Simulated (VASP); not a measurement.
## CoO: single point with PBE

CoO:

```xyz
2
Lattice="0.0000 2.1315 2.1315 2.1315 0.0000 2.1315 2.1315 2.1315 0.0000" Properties=species:S:1:pos:R:3 pbc="T T T"
Co    0.0000    0.0000    0.0000
O     2.1315    2.1315    2.1315
```

```yaml
Program: VASP 6.6.1
Task: single point
Functional: PBE
Potentials_or_basis: VASP PAW PBE potentials, release 64 (Co, O)
Cutoff: 520 eV
k_mesh: 11 × 11 × 11
Occupations: gaussian, width 0.012 eV
Spin: collinear spin, ferromagnetic start
Starting_moments: "[2.0, 0.0] μB"
```

```json
{
 "Pressure": "-2.5 GPa",
 "Net moment": "2.93 μB per cell",
 "Site moments": "Co +2.57; O +0.30 μB",
 "Valence electrons inside the program's atomic spheres": "Co 7.79; O 4.98"
}
```

Levels at points of the mesh, in eV from the Fermi level:
Spin up:
```csv
k point,band 7,band 8,band 9,band 10,band 11,band 12
"(0.00, 0.00, 0.00)",-3.09,-3.09,-3.09,0.97,16.84,18.11
```
Spin down:
```tsv
k point	band 3	band 4	band 5	band 6	band 7	band 8	band 9	band 10
(0.00, 0.00, 0.00)	-2.55	-2.55	-1.11	-1.11	-1.11	0.05	0.05	1.52
```

It took 33 s on 1 thread of Intel(R) Xeon(R) Platinum 8488C (Sapphire Rapids) (shared host), peak memory 0.16 GiB.

Caveat: a cell with one magnetic atom can't hold antiferromagnetic order, which such compounds often take; semilocal functionals often make such compounds metallic where correlation or magnetic order opens a gap, which also shifts bond lengths. With open d or f shells a metallic result of PBE can be an artefact of self-interaction; +U or a hybrid may open a gap.
